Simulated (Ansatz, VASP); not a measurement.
## Two plane-wave programs on CdS

```
CELL_PARAMETERS angstrom
0.00000 2.91000 2.91000
2.91000 0.00000 2.91000
2.91000 2.91000 0.00000
ATOMIC_POSITIONS crystal
Cd 0.01289 0.98711 0.01289
S 0.75000 0.75000 0.75000
```

Change from the starting cell: all Cd atoms moved +0.075 Å, as atom 1 along Cartesian [0 1 0].

Alike in both runs: task single point; functional PBE; k mesh 8 × 8 × 8; occupations gaussian, width 0.05 eV; no spin polarisation.

|  | VASP | Ansatz |
| --- | --- | --- |
| version | VASP 6.6.1 | Ansatz 0.2.0 |
| potentials or method | VASP PAW PBE potentials, release 64 (Cd, S), cutoff 520 eV | scalar-relativistic, plane waves, PAW |
| valence electrons in the cell | 18 | 26 |

VASP gave:

- gap on the k mesh at the Fermi level (eV): 1.16
- least direct gap on the mesh (eV): 1.16
- pressure (GPa): 3.8
- traceless stress, the component that is largest in VASP (GPa): -1.83
- rms of the force components (eV/Å): 0.232

Problem. Which values does Ansatz return?

Solution. gap on the k mesh at the Fermi level (eV): 1.15; least direct gap on the mesh (eV): 1.15; pressure (GPa): 3.4; traceless stress, the component that is largest in VASP (GPa): -1.76; rms of the force components (eV/Å): 0.225.

Atom by atom the forces differ by 0.006 eV/Å (rms over components). With one functional, cell and mesh, what is left measures potentials, basis and numerics. VASP's potentials hold 18 valence electrons a cell and Ansatz's 26, so a difference there can come from the potentials and not from the codes.
